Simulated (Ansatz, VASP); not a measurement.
**One calculation of InSe2, two programs**

```
CELL_PARAMETERS angstrom
6.49218 0.00000 0.00000
0.00000 6.49218 0.00000
0.00000 0.00000 4.11057
ATOMIC_POSITIONS crystal
In 0.00000 0.00000 0.00000
In 0.50000 0.50000 0.50000
Se 0.30539 0.30539 0.00000
Se 0.19461 0.80539 0.50000
Se 0.69461 0.69461 0.00000
Se 0.80539 0.19461 0.50000
```

Alike in both runs: functional PBE; k mesh 6 × 6 × 10; occupations gaussian, width 0.1 eV; no spin polarisation.

Ansatz relaxed the structure, and its values are those at the end. VASP's run is a single point on that final structure, the one shown.

|  | VASP | Ansatz |
| --- | --- | --- |
| version | VASP 6.6.1 | Ansatz 0.2.0 |
| potentials or method | VASP PAW PBE potentials, release 64 (In_d, Se), cutoff 520 eV | scalar-relativistic, plane waves, PAW |
| valence electrons in the cell | 50 | 90 |

```csv
,VASP,Ansatz,Ansatz less VASP
gap on the k mesh at the Fermi level (eV),none,none,-
pressure (GPa),0.0,0.0,-0.03
```

A gap of «none» marks a metal or a gap that the smearing closes. With one functional, cell and mesh, what is left measures potentials, basis and numerics. VASP's potentials hold 50 valence electrons a cell and Ansatz's 90, so a difference there can come from the potentials and not from the codes.
